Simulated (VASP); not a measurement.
# Sn4O9 (a cell with a defect) in VASP: further runs, part 2 of 2

VASP 6.6.1. Earlier steps stand in the parts before.

**3. Single point, PBE**

Contents of INCAR:

```
PREC = Accurate
ENCUT = 1000
EDIFF = 1E-6
ISMEAR = 0
SIGMA = 0.02
LREAL = False
LASPH = True
NELM = 120
ALGO = Normal
ISIF = 2
LWAVE = False
LCHARG = False
GGA = PE
NBANDS = 67
GGA_COMPAT = False
```

Contents of KPOINTS:

```
regular mesh
0
Gamma
  3 3 3
```

Contents of POSCAR:

```
Sn4O9
1.0
   -4.8265176369      0.0000000000      3.2381666580
    4.8265176369      0.0000000000      3.2381666580
    0.0000000000      4.8283676022     -3.2381666580
Sn O
4 9
Direct
    0.2597363584      0.7605769606      0.5068783493
    0.7400939042      0.2473560383      0.5006068715
    0.0000099634     -0.0109948654     -0.0112149705
    0.4999004530      0.5020158498      0.0016947757
   -0.1491839926      0.2534920456      0.1956829052
    0.4999784179      0.8067308451      0.3065207793
    0.9481173485      0.7524425222      0.1956524602
    0.4330086892      0.2380598522      0.1767916344
    0.5669848155      0.7443356643      0.8049848976
    0.0517143069      0.2478743691      0.8041958111
    0.9999456192      0.6838303339      0.6835732637
    0.4998389926      0.1956600564      0.6953631696
    0.1495025279      0.3449432309      0.4025517856
```

Potentials or basis: VASP PAW PBE potentials, release 64 (Sn_d, O_h).

Started as:

```
> cat potpaw_PBE.64/Sn_d/POTCAR potpaw_PBE.64/O_h/POTCAR > POTCAR
> mpirun -np 1 vasp_std > vasp.out
```

OUTCAR:

```text
PREC = Accurate
   ENCUT = 1000
   EDIFF = 1E-6
   ISMEAR = 0
   LREAL = False
   LASPH = True
   NELM = 120
   ISIF = 2
   GGA = PE

 ion  position               nearest neighbor table
   1  0.260  0.761  0.507-  12 2.05  11 2.07  13 2.07   6 2.07   7 2.10   9 2.12   5 2.51   2 3.15
                             2 3.32   3 3.70   3 3.74   4 3.75
   2  0.740  0.247  0.501-  12 2.05  11 2.07   5 2.07   6 2.07  10 2.10   8 2.12  13 2.52   1 3.15
                             1 3.32   3 3.70   3 3.74   4 3.75
   3  0.000  0.989  0.989-   8 2.04   9 2.04  11 2.08   7 2.09  10 2.09  13 2.25   5 2.25   4 3.24
[... 1208 lines left out ...]
  energy-cutoff  :     1000.00
  volume of cell :      150.93
      direct lattice vectors                 reciprocal lattice vectors
    -4.826517637  0.000000000  3.238166658    -0.103594359  0.103554667  0.154408359
     4.826517637  0.000000000  3.238166658     0.103594359  0.103554667  0.154408359
     0.000000000  4.828367602 -3.238166658     0.000000000  0.207109334  0.000000000

 POSITION                                       TOTAL-FORCE (eV/Angst)
 -----------------------------------------------------------------------------------
      2.41732      2.44740      1.66259         0.064959      0.064362      0.070072
     -2.37821      2.41711      1.57648         0.064568      0.065019     -0.070654
      4.77340      4.77422      0.00075        -0.000297     -0.000999     -0.000039
      0.01021      0.00818      3.23888         0.044733      0.045671     -0.000178
     -2.88299      0.94483      2.94228        -0.127780      0.040078     -0.397248
      1.48055      1.48000      3.23878         0.007325      0.007785      0.000149
     -0.94443      0.94468      4.87314        -0.044521      0.057819     -0.021639
     -0.94092      0.85361      1.60055        -0.060505     -0.093872      0.011615
      0.85599      3.88676      1.63960        -0.095036     -0.060286     -0.012072
      0.94677      3.88295     -1.63400         0.056518     -0.045372      0.022679
     -1.52574      3.30054      3.23882        -0.008588     -0.009642     -0.000035
     -1.46813      3.35747      0.00044         0.055046      0.055988     -0.000065
      0.94330      1.94367      0.29757         0.043579     -0.126550      0.397414
 -----------------------------------------------------------------------------------
    total drift:                                0.001655      0.001393      0.000023

  FREE ENERGIE OF THE ION-ELECTRON SYSTEM (eV)
  ---------------------------------------------------
  free  energy   TOTEN  =       -76.7727902444 eV

  energy  without entropy=      -76.7727902444  energy(sigma->0) =      -76.77279024
```

OSZICAR:

```text
N       E                     dE             d eps       ncg     rms          rms(c)
DAV:   1     0.237842285149E+04    0.23784E+04   -0.73713E+04  2183   0.387E+03
DAV:   2     0.611649772755E+03   -0.17668E+04   -0.16752E+04  1876   0.113E+03
DAV:   3     0.155317730581E+02   -0.59612E+03   -0.56725E+03  2171   0.385E+02
DAV:   4    -0.851825662662E+02   -0.10071E+03   -0.98145E+02  2517   0.151E+02
DAV:   5    -0.888869363614E+02   -0.37044E+01   -0.36591E+01  2488   0.310E+01    0.232E+01
DAV:   6    -0.765859382197E+02    0.12301E+02   -0.39865E+01  3008   0.676E+01    0.869E+00
DAV:   7    -0.768390881384E+02   -0.25315E+00   -0.57014E+00  2336   0.107E+01    0.521E+00
DAV:   8    -0.768307018855E+02    0.83863E-02   -0.11922E+00  2800   0.738E+00    0.180E+00
DAV:   9    -0.767678652261E+02    0.62837E-01   -0.26290E-01  2840   0.427E+00    0.553E-01
DAV:  10    -0.767720777388E+02   -0.42125E-02   -0.57598E-02  2384   0.117E+00    0.174E-01
DAV:  11    -0.767726509192E+02   -0.57318E-03   -0.43781E-03  2728   0.499E-01    0.132E-01
DAV:  12    -0.767727658479E+02   -0.11493E-03   -0.16908E-03  2808   0.305E-01    0.593E-02
DAV:  13    -0.767727772516E+02   -0.11404E-04   -0.38618E-04  2440   0.120E-01    0.293E-02
DAV:  14    -0.767727908160E+02   -0.13564E-04   -0.11953E-04  2744   0.571E-02    0.105E-02
DAV:  15    -0.767727901903E+02    0.62573E-06   -0.16888E-05  2512   0.289E-02    0.406E-03
DAV:  16    -0.767727902444E+02   -0.54131E-07   -0.14800E-06  1280   0.117E-02
   1 F= -.76772790E+02 E0= -.76772790E+02  d E =-.246757E-33
```

stdout:

```text
POSCAR found type information on POSCAR SnO
 POSCAR found :  2 types and      13 ions
 scaLAPACK will be used
 LDA part: xc-table for (Slater+PW92), standard interpolation
 POSCAR, INCAR and KPOINTS ok, starting setup
 FFT: planning ... GRIDC
 FFT: planning ... GRID_SOFT
 FFT: planning ... GRID
 WAVECAR not read
 entering main loop
```

Run time: 5.7 min. Hardware: 1 thread of Intel Xeon 6975P-C (Granite Rapids), shared host; peak memory 0.62 GiB.

Results:

| Item | Value |
| --- | --- |
| Free energy | -76.7728 eV |
| Pressure | 8.7 GPa |
| Largest force | 0.419 eV/Å |
| Band gap on the k mesh | 0.63 eV |

Forces on the atoms (eV/Å):
```
Sn   0.065  0.064  0.070
Sn   0.065  0.065 -0.071
Sn   0.000 -0.001  0.000
Sn   0.045  0.046  0.000
O   -0.128  0.040 -0.397
O    0.007  0.008  0.000
O   -0.045  0.058 -0.022
O   -0.061 -0.094  0.012
O   -0.095 -0.060 -0.012
O    0.057 -0.045  0.023
O   -0.009 -0.010  0.000
O    0.055  0.056  0.000
O    0.044 -0.127  0.397
```

Levels at points of the mesh, in eV from the valence-band top:
```csv
k point,band 51,band 52,band 53,band 54,band 55,band 56,band 57,band 58,band 59,band 60
"(0.00, 0.00, 0.00)",-1.11,-1.02,-0.89,-0.69,-0.49,0.63,4.09,4.14,4.31,5.23
```

Caveat: the k points lie up to 0.45 Å⁻¹ apart; spin-orbit coupling is left out, which moves the levels of the heavy elements.

**4. Single point, PBE**

Contents of INCAR:

```
  PREC = Accurate
  ENCUT = 1000
  EDIFF = 1E-6
  ISMEAR = 0
  SIGMA = 0.02
  LREAL = False
  LASPH = True
  NELM = 120
  ALGO = Normal
  ISIF = 2
  LWAVE = False
  LCHARG = False
  GGA = PE
  NBANDS = 67
  GGA_COMPAT = False
```

KPOINTS is that of step 3.

Contents of POSCAR:

```
Sn4O9
1.0
   -4.8265176369      0.0000000000      3.2381666580
    4.8265176369      0.0000000000      3.2381666580
    0.0000000000      4.8283676022     -3.2381666580
Sn O
4 9
Direct
    0.2557943786      0.7691933106      0.5062580568
    0.7435992494      0.2501509334      0.5131523124
   -0.0001956467     -0.0124032059     -0.0123354320
    0.4998504334      0.5076459089      0.0075857936
   -0.0302289449      0.3568366665      0.2011901496
    0.4995102403      0.8103757779      0.3100971432
    0.9384561583      0.7354395999      0.1681872771
    0.4459912856      0.2497178912      0.1981100195
    0.5536069712      0.7517425778      0.8032259181
    0.0610001218      0.2296780509      0.7970273428
    0.9998154389      0.6831995856      0.6833475145
    0.4996411270      0.2007989579      0.7007763863
    0.0294462020      0.2305862523      0.3866590438
```

Started as:

```
> cat potpaw_PBE.64/Sn_d/POTCAR potpaw_PBE.64/O_h/POTCAR > POTCAR
> mpirun -np 1 vasp_std > vasp.out
```

It took 8.7 min on 1 thread of Intel Xeon Platinum 8375C at 2.90GHz (Ice Lake), shared host; peak memory 0.64 GiB.

The run converged. Its results:

```
Free energy            : -76.8459 eV
Pressure               : 10.0 GPa
Largest force          : 0.042 eV/Å
Band gap on the k mesh : 0.69 eV
```

Forces on the atoms (eV/Å):
```
Sn  -0.003  0.013  0.014
Sn   0.012  0.002 -0.010
Sn   0.009  0.005  0.007
Sn   0.013  0.002 -0.013
O    0.014 -0.038 -0.007
O   -0.016 -0.010 -0.003
O   -0.018  0.011 -0.004
O   -0.009  0.007  0.002
O    0.010 -0.010 -0.005
O    0.007 -0.018  0.005
O    0.005  0.003  0.004
O    0.013  0.015 -0.003
O   -0.037  0.016  0.012
```

Stress tensor (GPa, compression positive):
```
 8.54  3.65  3.07
 3.65  8.51 -3.07
 3.07 -3.07 12.91
```

Levels at points of the mesh, in eV from the valence-band top:
```
           k point  band 53  band 54  band 55  band 56  band 57  band 58
(0.00, 0.00, 0.00)    -0.86    -0.55    -0.52     0.69     4.09     4.21
```

Caveat: the k points lie up to 0.45 Å⁻¹ apart; spin-orbit coupling is left out, which moves the levels of the heavy elements.

**5. Overview**

| cell | gap on the mesh (eV) | pressure (GPa) | largest force (eV/Å) |
| --- | --- | --- | --- |
| as given, atomic positions A | 0.69 | 10.0 | 0.04 |
| as given, atomic positions B | 0.63 | 8.7 | 0.42 |
| as given, atomic positions C | 0.69 | 10.0 | 0.04 |

Alike in all rows: task single point; level PBE; potentials or basis VASP PAW PBE potentials, release 64 (Sn_d, O_h); no spin polarisation; k mesh 3 × 3 × 3; cutoff (eV) 1000; smearing gaussian 0.02 eV.

Caveats: all runs use coarse meshes; spin-orbit coupling is left out, which moves the levels of the heavy elements.

Absolute energies hang on the potentials; compare differences alone.
